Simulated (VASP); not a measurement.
# Ni (Pm-3n) in VASP: single point with PBE

Aim: the single point of Ni with PBE.

Everything below comes from runs of VASP 6.6.1. Logs are shortened: lines on timing, memory, paths and dates and some standing lists are left out, and cuts for length are marked.

## Step 1: The cell of the first run

The structure is cubic, space group Pm-3n (No. 223). Conventional cell: a = 4.468 Å, b = 4.468 Å, c = 4.468 Å, α = 90.00°, β = 90.00°, γ = 90.00°. Within 3.3 Å of Ni (site symmetry m-3) lie 12 Ni at 2.50 Å. Within 3.0 Å of Ni (site symmetry -4m2) lie 14 Ni at 2.23 to 2.74 Å.

## Step 2: Single point, PBE, collinear spin, ferromagnetic start

Contents of INCAR:

```
PREC = Accurate
ENCUT = 520
EDIFF = 1E-7
ISMEAR = 0
SIGMA = 0.1
LREAL = False
LASPH = True
NELM = 150
ALGO = Normal
ISIF = 2
LWAVE = False
LCHARG = False
ISPIN = 2
MAGMOM = 0.72 0.72 0.72 0.72 0.72 0.72 0.72 0.72
LORBIT = 11
LMAXMIX = 4
GGA = PE
NBANDS = 54
```

Contents of KPOINTS:

```
regular mesh
0
Gamma
  8 8 8
```

Contents of POSCAR:

```
Ni
1.0
    4.4682523190      0.0000000000      0.0000000000
    0.0000000000      4.4682523190      0.0000000000
    0.0000000000      0.0000000000      4.4682523190
Ni
8
Direct
    0.5000000000      0.5000000000      0.5000000000
    0.0000000000      0.0000000000      0.0000000000
    0.2500000000      0.0000000000      0.5000000000
    0.5000000000      0.2500000000      0.0000000000
    0.5000000000      0.7500000000      0.0000000000
    0.7500000000      0.0000000000      0.5000000000
    0.0000000000      0.5000000000      0.7500000000
    0.0000000000      0.5000000000      0.2500000000
```

Potentials or basis: VASP PAW PBE potentials, release 64 (Ni).

The run is started by

```bash
cat potpaw_PBE.64/Ni/POTCAR > POTCAR
mpirun -np 1 vasp_std > vasp.out
```

OUTCAR:

```text
PREC = Accurate
   ENCUT = 520
   EDIFF = 1E-7
   ISMEAR = 0
   LREAL = False
   LASPH = True
   NELM = 150
   ISIF = 2
   ISPIN = 2
   LORBIT = 11
   GGA = PE

 ion  position               nearest neighbor table
   1  0.500  0.500  0.500-   3 2.50   4 2.50   5 2.50   6 2.50   7 2.50   8 2.50   4 2.50   5 2.50
                             3 2.50   6 2.50   7 2.50   8 2.50
   2  0.000  0.000  0.000-   3 2.50   4 2.50   5 2.50   6 2.50   7 2.50   8 2.50   3 2.50   6 2.50
                             7 2.50   8 2.50   4 2.50   5 2.50
   3  0.250  0.000  0.500-   6 2.23   6 2.23   1 2.50   2 2.50   1 2.50   2 2.50   4 2.74   5 2.74
                             4 2.74   5 2.74   8 2.74   7 2.74   8 2.74   7 2.74
   4  0.500  0.250  0.000-   5 2.23   5 2.23   1 2.50   1 2.50   2 2.50   2 2.50   3 2.74   6 2.74
                             6 2.74   3 2.74   8 2.74   7 2.74   7 2.74   8 2.74
   5  0.500  0.750  0.000-   4 2.23   4 2.23   1 2.50   1 2.50   2 2.50   2 2.50   3 2.74   6 2.74
                             6 2.74   3 2.74   8 2.74   7 2.74   7 2.74   8 2.74
   6  0.750  0.000  0.500-   3 2.23   3 2.23   1 2.50   2 2.50   1 2.50   2 2.50   4 2.74   5 2.74
                             5 2.74   4 2.74   8 2.74   7 2.74   8 2.74   7 2.74
   7  0.000  0.500  0.750-   8 2.23   8 2.23   1 2.50   2 2.50   2 2.50   1 2.50   3 2.74   4 2.74
                             5 2.74   3 2.74   6 2.74   6 2.74   4 2.74   5 2.74
   8  0.000  0.500  0.250-   7 2.23   7 2.23   1 2.50   2 2.50   2 2.50   1 2.50   3 2.74   4 2.74
                             5 2.74   3 2.74   6 2.74   6 2.74   4 2.74   5 2.74

  LATTYP: Found a simple cubic cell.
 ALAT       =     4.4682523190

  Lattice vectors:

 A1 = (   4.4682523190,   0.0000000000,   0.0000000000)
 A2 = (   0.0000000000,   4.4682523190,   0.0000000000)
 A3 = (   0.0000000000,   0.0000000000,   4.4682523190)

Analysis of symmetry for initial positions (statically):
=====================================================================
 Subroutine PRICEL returns:
 Original cell was already a primitive cell.

 Routine SETGRP: Setting up the symmetry group for a
 simple cubic supercell.

 Subroutine GETGRP returns: Found 48 space group operations
 (whereof 24 operations were pure point group operations)
 out of a pool of 48 trial point group operations.

The static configuration has the point symmetry T_h .
 The point group associated with its full space group is O_h .

Analysis of symmetry for dynamics (positions and initial velocities):
=====================================================================
 Subroutine PRICEL returns:
 Original cell was already a primitive cell.

 Routine SETGRP: Setting up the symmetry group for a
 simple cubic supercell.

 Subroutine GETGRP returns: Found 48 space group operations
 (whereof 24 operations were pure point group operations)
 out of a pool of 48 trial point group operations.

The dynamic configuration has the point symmetry T_h .
 The point group associated with its full space group is O_h .
[... 179 lines left out ...]
 fundamental gap:      0.0018764544
 Fermi energy:         9.0288517983

 spin component 1

 k-point     1 :       0.0000    0.0000    0.0000
  band No.  band energies     occupation
      1       0.1958      1.00000
      2       4.2875      1.00000
      3       4.2875      1.00000
      4       4.9126      1.00000
      5       5.2870      1.00000
      6       5.2870      1.00000
[... 1309 lines left out ...]
     51      17.3216      0.00000
     52      18.1798      0.00000

 [... further k-points ...]

 spin component 2

 k-point     1 :       0.0000    0.0000    0.0000
  band No.  band energies     occupation
      1       0.1735      1.00000
      2       4.6299      1.00000
      3       4.6299      1.00000
      4       5.1963      1.00000
      5       5.7890      1.00000
      6       5.7890      1.00000
[... 1309 lines left out ...]
     51      17.5097      0.00000
     52      18.4005      0.00000

 [... further k-points ...]

 [bands above 52 left out]

------------------------ aborting loop because EDIFF is reached ----------------------------------------

  FORCE on cell =-STRESS in cart. coord.  units (eV):
  Direction    XX          YY          ZZ          XY          YZ          ZX
  --------------------------------------------------------------------------------------
  -------------------------------------------------------------------------------------
  Total       -0.0396656     -0.0396656     -0.0396656      0.0000000      0.0000000     -0.0000000
  in kB       -0.7123805     -0.7123805     -0.7123805      0.0000000      0.0000000     -0.0000000
  external PRESSURE =      -0.7123805 kB  Pullay stress =       0.0000000 kB

 VOLUME and BASIS-vectors are now :
 -----------------------------------------------------------------------------
  energy-cutoff  :      520.00
  volume of cell :       89.21
      direct lattice vectors                 reciprocal lattice vectors
     4.468252319  0.000000000  0.000000000     0.223801148  0.000000000  0.000000000
     0.000000000  4.468252319  0.000000000     0.000000000  0.223801148  0.000000000
     0.000000000  0.000000000  4.468252319     0.000000000  0.000000000  0.223801148

 POSITION                                       TOTAL-FORCE (eV/Angst)
 -----------------------------------------------------------------------------------
      2.23413      2.23413      2.23413         0.000000      0.000000      0.000000
      0.00000      0.00000      0.00000         0.000000      0.000000      0.000000
      1.11706      0.00000      2.23413         0.000000     -0.000000     -0.000000
      2.23413      1.11706      0.00000         0.000000     -0.000000      0.000000
      2.23413      3.35119      0.00000         0.000000      0.000000     -0.000000
      3.35119      0.00000      2.23413        -0.000000      0.000000      0.000000
      0.00000      2.23413      3.35119        -0.000000      0.000000      0.000000
      0.00000      2.23413      1.11706         0.000000     -0.000000     -0.000000
 -----------------------------------------------------------------------------------
    total drift:                                0.000000      0.000000     -0.000000

  FREE ENERGIE OF THE ION-ELECTRON SYSTEM (eV)
  ---------------------------------------------------
  free  energy   TOTEN  =       -42.6998478215 eV

  energy  without entropy=      -42.6004803051  energy(sigma->0) =      -42.65016406

 total charge

# of ion       s       p       d       tot
------------------------------------------
    1        0.493   0.486   8.312   9.291
    2        0.493   0.486   8.312   9.291
    3        0.486   0.473   8.334   9.293
    4        0.486   0.473   8.334   9.293
    5        0.486   0.473   8.334   9.293
    6        0.486   0.473   8.334   9.293
    7        0.486   0.473   8.334   9.293
    8        0.486   0.473   8.334   9.293
--------------------------------------------------
tot          3.904   3.809  66.630  74.342

 magnetization (x)

# of ion       s       p       d       tot
------------------------------------------
    1       -0.006  -0.023   0.640   0.611
    2       -0.006  -0.023   0.640   0.611
    3       -0.003  -0.020   0.622   0.599
    4       -0.003  -0.020   0.622   0.599
    5       -0.003  -0.020   0.622   0.599
    6       -0.003  -0.020   0.622   0.599
    7       -0.003  -0.020   0.622   0.599
    8       -0.003  -0.020   0.622   0.599
--------------------------------------------------
tot         -0.030  -0.167   5.013   4.816
```

OSZICAR:

```text
N       E                     dE             d eps       ncg     rms          rms(c)
DAV:   1     0.610620509002E+03    0.61062E+03   -0.34138E+04  7616   0.212E+03
DAV:   2     0.582399995767E+01   -0.60480E+03   -0.57455E+03  7560   0.406E+02
DAV:   3    -0.489332791741E+02   -0.54757E+02   -0.48282E+02  7650   0.155E+02
DAV:   4    -0.502501214616E+02   -0.13168E+01   -0.13097E+01  8294   0.278E+01
[... 11 lines left out ...]
DAV:  16    -0.426998484054E+02    0.18400E-05   -0.60194E-06  8078   0.266E-02    0.486E-03
DAV:  17    -0.426998478326E+02    0.57282E-06   -0.42429E-07  7712   0.552E-03    0.255E-03
DAV:  18    -0.426998479717E+02   -0.13908E-06   -0.90678E-08  4458   0.344E-03    0.107E-03
DAV:  19    -0.426998478178E+02    0.15383E-06   -0.17180E-08  4410   0.124E-03    0.358E-04
DAV:  20    -0.426998478215E+02   -0.36198E-08   -0.86509E-09  4338   0.737E-04
   1 F= -.42699848E+02 E0= -.42650164E+02  d E =-.993675E-01  mag=     4.7335
```

stdout:

```text
POSCAR found type information on POSCAR Ni
 POSCAR found :  1 types and       8 ions
 scaLAPACK will be used
 LDA part: xc-table for (Slater+PW92), standard interpolation
 POSCAR, INCAR and KPOINTS ok, starting setup
 FFT: planning ... GRIDC
 FFT: planning ... GRID_SOFT
 FFT: planning ... GRID
 WAVECAR not read
 entering main loop
```

Wall time 4.2 min (1 thread of Intel Xeon Platinum 8488C (Sapphire Rapids), shared host); peak memory 0.37 GiB.

What came out:

```
Free energy                                           : -42.6998 eV
Pressure                                              : -0.1 GPa
Net moment                                            : 4.73 μB per cell
Site moments                                          : Ni +0.61, +0.60 (each value once) μB
Valence electrons inside the program's atomic spheres : Ni 9.29
```
